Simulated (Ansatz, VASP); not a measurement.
KCl in VASP and in Ansatz

```xyz
2
Lattice="3.8392 0.0000 0.0000 0.0000 3.8392 0.0000 0.0000 0.0000 3.8392" Properties=species:S:1:pos:R:3 pbc="T T T"
K     0.0000    0.0000    0.0000
Cl    1.7782    1.7782    1.9196
```

Alike in both runs: task single point; functional PBEsol; k mesh 6 × 6 × 6; occupations gaussian, width 0.05 eV; no spin polarisation.

|  | VASP | Ansatz |
| --- | --- | --- |
| version | VASP 6.6.1 | Ansatz 0.2.0 |
| potentials or method | VASP PAW PBE potentials, release 64 (K_sv, Cl), cutoff 520 eV | scalar-relativistic, plane waves, PAW |
| valence electrons in the cell | 16 | 16 |

```csv
,VASP,Ansatz,Ansatz less VASP
gap on the k mesh at the Fermi level (eV),4.64,4.64,+0.003
least direct gap on the mesh (eV),4.84,4.84,+0.003
pressure (GPa),-1.2,-1.2,-0.02
"traceless stress, the component that is largest in VASP (GPa)",0.23,0.22,-0.004
rms of the force components (eV/Å),0.065,0.063,-0.0023
```

VASP's potentials were made for PBE, not for PBEsol. Atom by atom the forces differ by 0.002 eV/Å (rms over components).
